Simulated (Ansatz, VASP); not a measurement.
**IrAu3 in VASP and in Ansatz**

INCAR

```
PREC = Accurate
ENCUT = 600
EDIFF = 1E-6
ISMEAR = 0
SIGMA = 0.1
LREAL = False
LASPH = True
NELM = 80
ALGO = Fast
ISIF = 3
LWAVE = False
LCHARG = False
GGA = PE
IBRION = 2
NSW = 100
EDIFFG = -0.01
```

Contents of KPOINTS:

```
regular mesh
0
Gamma
  12 12 12
```

The input POSCAR:

```
IrAu3
1.0
    0.0000000000      3.2453176651      3.2453176651
    3.2453176651      0.0000000000      3.2453176651
    3.2453176651      3.2453176651      0.0000000000
Ir Au
1 3
Direct
    0.0000000000      0.0000000000      0.0000000000
    0.7500000000      0.7500000000      0.7500000000
    0.5000000000      0.5000000000      0.5000000000
    0.2500000000      0.2500000000      0.2500000000
```

Input for Ansatz:

```yaml
crystal:
  lattice:
    - [0.0, 3.2453176651, 3.2453176651]
    - [3.2453176651, 0.0, 3.2453176651]
    - [3.2453176651, 3.2453176651, 0.0]
  atoms:
    - { symbol: Ir, position: [0.0, 0.0, 0.0] }
    - { symbol: Au, position: [0.75, 0.75, 0.75] }
    - { symbol: Au, position: [0.5, 0.5, 0.5] }
    - { symbol: Au, position: [0.25, 0.25, 0.25] }
basis:
  ecutwfc: 420
kpoints:
  mp_grid: { grid: [12, 12, 12] }
hamiltonian:
  xc: pbe
scf:
  occupations: { method: gaussian, width: 0.1 }
output:
  forces: true
  stress: true
  eigenvalues: true
relax:
  adjacent_minimum: "off"
  f_tol: 0.01
  max_steps: 80
  cell: { stress_tol: 0.05 }
```

Alike in both runs: task relaxation of cell and atoms; functional PBE; k mesh 12 × 12 × 12; occupations gaussian, width 0.1 eV; no spin polarisation.

|  | VASP | Ansatz |
| --- | --- | --- |
| version | VASP 6.6.1 | Ansatz 0.2.0 |
| potentials or method | VASP PAW PBE potentials, release 64 (Ir, Au), cutoff 600 eV | scalar-relativistic, plane waves, PAW |
| valence electrons in the cell | 42 | 74 |

```tsv
	VASP	Ansatz	Ansatz less VASP
gap on the k mesh at the Fermi level, each at its own relaxed structure (eV)	none	none	-
relaxed volume (Å³/atom)	17.09	17.09	0.000
relaxed cell length with the largest relative difference (Å)	4.590	4.590	0.0000
```

A gap of «none» marks a metal or a gap that the smearing closes. VASP's potentials hold 42 valence electrons a cell and Ansatz's 74, so a difference there can come from the potentials and not from the codes.

Spin-orbit coupling is off throughout. Noted on VASP's run: the relaxation stopped at its first step, so nothing moved.
